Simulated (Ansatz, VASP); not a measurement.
**Te in VASP and in Ansatz**

```xyz
3
Lattice="3.8203 -2.1482 0.0000 3.8203 2.1482 0.0000 -0.0943 0.0000 5.9761" Properties=species:S:1:pos:R:3 pbc="T T T"
Te    0.0000    0.0000    0.0000
Te    2.3324    0.0000    2.0248
Te    5.2139    0.0000    3.9513
```

Alike in both runs: functional LDA; k mesh 4 × 4 × 3; occupations fermi-dirac, width 0.05 eV; no spin polarisation.

|  | VASP | Ansatz |
| --- | --- | --- |
| version | VASP 6.6.1 | Ansatz 0.2.0 |
| potentials or method | VASP PAW LDA potentials, release 64 (Te) | Ansatz PAW |
| plane-wave cutoff (eV) | 520 | 420 |
| valence electrons in the cell | 18 | 48 |
| task | single point | band structure |

Ansatz gave:

| Item | Value |
| --- | --- |
| pressure (GPa) | -2.7 |
| traceless stress, the component that is largest in VASP (GPa) | -0.51 |
| rms of the force components (eV/Å) | 0.028 |

Problem. Estimate VASP's values.

Solution. Pressure (GPa): -2.6; traceless stress, the component that is largest in VASP (GPa): -0.48; rms of the force components (eV/Å): 0.028.

LDA's correlation is that of Perdew and Zunger in VASP and of Perdew and Wang (1992) in Ansatz. Atom by atom the forces differ by 0.007 eV/Å (rms over components). VASP's potentials hold 18 valence electrons a cell and Ansatz's 48, so a difference there can come from the potentials and not from the codes.

The k mesh is coarse, so the values compare programs but aren't converged. Spin-orbit coupling is off throughout.
